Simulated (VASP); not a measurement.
PbSe (Clausthalite):

```
Pb Se
1.0
     0.00000    3.06065    3.06065
     3.06065    0.00000    3.06065
     3.06065    3.06065    0.00000
Pb Se
1 1
Cartesian
  0.0000 0.0000 0.0000
  3.0606 3.0606 3.0606
```

* Program: VASP 6.6.1
* Task: relaxation of cell and atoms
* Functional: RPBE
* Dispersion: D3(BJ)
* Potentials or basis: VASP PAW PBE potentials, release 64 (Pb_d, Se)
* Cutoff: 600 eV
* k mesh: 8 × 8 × 8
* Occupations: fermi-dirac, width 0.05 eV
* Spin: no spin polarisation

At the start: pressure -10.3 GPa; volume 28.67 Å³/atom.

Q: Where does the relaxation end?

A: Over 3 steps the energy falls by 189.6 meV/atom and the volume is 23.74 Å³/atom (-17.2 %); space group Fm-3m (No. 225, to 0.05 Å).

The path:
| step | energy change (eV) | largest force (eV/Å) | pressure (GPa) | volume (Å³) |
| --- | --- | --- | --- | --- |
| 1 | 0.0000 | 0.0000 | -10.30 | 57.34 |
| 2 | -0.2731 | 0.0000 | 9.10 | 43.37 |
| 3 | -0.3792 | 0.0000 | -0.11 | 47.47 |

Final structure:
```
Pb Se
1.0
     0.00000    2.87394    2.87394
     2.87394    0.00000    2.87394
     2.87394    2.87394    0.00000
Pb Se
1 1
Direct
  0.00000 0.00000 0.00000
  0.50000 0.50000 0.50000
```

The cell as given is a measured one (28.67 Å³/atom); RPBE+D3(BJ) puts the equilibrium volume -17.2 % from it, thermal expansion not counted.

Caveat: the volume moved by over 15 % at a fixed basis, so the end points are rough; the PAW data sets were made with another functional, which shifts forces and pressure a little; the volume moved by -17 % from the deposited cell, more than functionals usually miss.
